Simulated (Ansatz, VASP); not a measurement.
## Two plane-wave programs on Mo

The input POSCAR:

```
Mo
1.0
    2.8175757091      0.0000000000      0.0000000000
   -1.4087878546      2.4400921412      0.0000000000
    0.0000000000      0.0000000000      2.5935084105
Mo
1
Direct
    0.0000000000      0.0000000000      0.5000000000
```

The input INCAR.step1:

```
PREC     = Accurate       # precision mode
ENCUT    = 520            # plane-wave cutoff, eV
ISMEAR   = 0              # smearing method
SIGMA    = 0.15           # smearing width, eV
LREAL    = False          # projectors in reciprocal space
LASPH    = True           # aspherical terms in the spheres
NELM     = 100            # most SCF steps
NBANDS   = 13             # bands
GGA      = PE             # functional
ALGO     = Normal         # electronic algorithm
EDIFF    = 1E-4           # SCF threshold, eV
LWAVE    = True           # write WAVECAR
LCHARG   = False          # write CHGCAR
```

Contents of INCAR.step2:

```
PREC     = Accurate       # precision mode
ENCUT    = 520            # plane-wave cutoff, eV
EDIFF    = 1E-6           # SCF threshold, eV
ISMEAR   = 0              # smearing method
SIGMA    = 0.15           # smearing width, eV
LREAL    = False          # projectors in reciprocal space
LASPH    = True           # aspherical terms in the spheres
NELM     = 100            # most SCF steps
ALGO     = Normal         # electronic algorithm
ISIF     = 2              # what is computed and relaxed
LWAVE    = False          # write WAVECAR
LCHARG   = False          # write CHGCAR
METAGGA  = R2SCAN         # meta-GGA
LMIXTAU  = True         
NBANDS   = 13             # bands
ISTART   = 1
```

KPOINTS

```
regular mesh
0
Gamma
  18 18 18
```

Input for Ansatz:

```yaml
crystal:
  lattice:
    - [2.8175757091, 0.0, 0.0]
    - [-1.4087878546, 2.4400921412, 0.0]
    - [0.0, 0.0, 2.5935084105]
  atoms:
    - { symbol: Mo, position: [0.0, 0.0, 0.5] }
basis:
  ecutwfc: 500
kpoints:
  mp_grid: { grid: [18, 18, 18] }
hamiltonian:
  xc: r2scan
scf:
  occupations: { method: gaussian, width: 0.15 }
output:
  forces: true
  stress: true
  eigenvalues: true
```

Change from the starting cell: strain +0.030 along x and y, +0.015 along z, atoms carried along.

Alike in both runs: task single point; functional r2SCAN; k mesh 18 × 18 × 18; occupations gaussian, width 0.15 eV; no spin polarisation.

|  | VASP | Ansatz |
| --- | --- | --- |
| version | VASP 6.6.1 | Ansatz 0.2.0 |
| potentials or method | VASP PAW PBE potentials, release 64 (Mo_sv), cutoff 520 eV | scalar-relativistic, plane waves, PAW |
| valence electrons in the cell | 14 | 14 |

|  | VASP | Ansatz | Ansatz less VASP |
| --- | --- | --- | --- |
| gap on the k mesh at the Fermi level (eV) | none | none | - |
| pressure (GPa) | -12.9 | -13.7 | -0.75 |
| traceless stress, the component that is largest in VASP (GPa) | 0.20 | 0.06 | -0.143 |

VASP's potentials were made for PBE, not for r2SCAN. A gap of «none» marks a metal or a gap that the smearing closes.
